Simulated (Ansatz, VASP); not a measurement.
**Pt in VASP and in Ansatz**

```xyz
3
Lattice="2.8073 0.0000 0.0000 0.0000 2.8073 0.0000 0.0000 0.0000 18.9701" Properties=species:S:1:pos:R:3 pbc="T T T"
Pt    1.4036    1.4036    7.5000
Pt    0.0000    0.0000    9.4851
Pt    1.4036    1.4036   11.4701
```

Alike in both runs: task single point; functional PBE; k mesh 12 × 12 × 1; occupations gaussian, width 0.1 eV; no spin polarisation.

```csv
,VASP,Ansatz
version,VASP 6.6.1,Ansatz 0.2.0
potentials or method,"VASP PAW PBE potentials, release 64 (Pt), cutoff 520 eV","scalar-relativistic, plane waves, PAW"
valence electrons in the cell,30,54
```

|  | VASP | Ansatz | Ansatz less VASP |
| --- | --- | --- | --- |
| gap on the k mesh at the Fermi level (eV) | none | none | - |
| rms of the force components (eV/Å) | 0.207 | 0.200 | -0.0070 |

Atom by atom the forces differ by 0.007 eV/Å (rms over components). A gap of «none» marks a metal or a gap that the smearing closes. VASP's potentials hold 30 valence electrons a cell and Ansatz's 54, so a difference there can come from the potentials and not from the codes. Ansatz's warnings: xc potential rough in thin density.

Spin-orbit coupling is off throughout.
